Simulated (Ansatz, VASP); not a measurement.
## AlNi: VASP beside Ansatz

```
Al Ni
1.0
     1.94702   -1.94697    0.00000
     2.24352    2.24348    0.00000
     0.00000    0.00000    2.86887
Al Ni
1 1
Cartesian
  0.0000 0.0000 0.0000
  2.0953 0.1483 1.4344
```

Change from the starting cell: normal strain along x -0.0367, normal strain along y +0.1100.

Alike in both runs: task single point; functional PBEsol; k mesh 16 × 16 × 16; occupations gaussian, width 0.15 eV; no spin polarisation.

|  | VASP | Ansatz |
| --- | --- | --- |
| version | VASP 6.6.1 | Ansatz 0.2.0 |
| potentials or method | VASP PAW PBE potentials, release 64 (Al, Ni), cutoff 520 eV | scalar-relativistic, plane waves, PAW |
| valence electrons in the cell | 13 | 21 |

VASP gave:

```
gap on the k mesh at the Fermi level (eV)                     : none
pressure (GPa)                                                : -9.3
traceless stress, the component that is largest in VASP (GPa) : -4.10
```

Problem. What did Ansatz give for the same quantities?

Solution. gap on the k mesh at the Fermi level (eV): none; pressure (GPa): -9.4; traceless stress, the component that is largest in VASP (GPa): -4.00.

VASP's potentials were made for PBE, not for PBEsol, and Ansatz warns of the same on its side. A gap of «none» marks a metal or a gap that the smearing closes. With one functional, cell and mesh, what is left measures potentials, basis and numerics. VASP's potentials hold 13 valence electrons a cell and Ansatz's 21, so a difference there can come from the potentials and not from the codes. Ansatz's warnings: near symmetry operations not taken.
